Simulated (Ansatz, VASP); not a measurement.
## Two plane-wave programs on CdSe

```
Cd Se
1.0
     4.30000    0.00000    0.00000
    -2.15000    3.72391    0.00000
     0.00000    0.00000    7.02000
Cd Se
2 2
Direct
  0.33333 0.66667 0.00000
  0.66667 0.33333 0.50000
  0.33333 0.66667 0.38500
  0.66667 0.33333 0.88500
```

Alike in both runs: task single point; functional PBE; k mesh 12 × 12 × 6; occupations gaussian, width 0.02 eV; no spin polarisation.

```csv
,VASP,Ansatz
version,VASP 6.6.1,Ansatz 0.2.0
potentials or method,"VASP PAW PBE potentials, release 64 (Cd, Se), cutoff 520 eV","scalar-relativistic, plane waves, PAW"
valence electrons in the cell,36,72
```

|  | VASP | Ansatz | Ansatz less VASP |
| --- | --- | --- | --- |
| gap on the k mesh at the Fermi level (eV) | 0.70 | 0.70 | 0.000 |
| least direct gap on the mesh (eV) | 0.70 | 0.70 | 0.000 |
| pressure (GPa) | 3.3 | 3.0 | -0.32 |
| traceless stress, the component that is largest in VASP (GPa) | -1.39 | -1.34 | +0.053 |
| rms of the force components (eV/Å) | 0.168 | 0.162 | -0.0055 |

Atom by atom the forces differ by 0.006 eV/Å (rms over components). The functional is the same, so the differences come from potentials, cutoffs and numerics. VASP's potentials hold 36 valence electrons a cell and Ansatz's 72, so a difference there can come from the potentials and not from the codes.
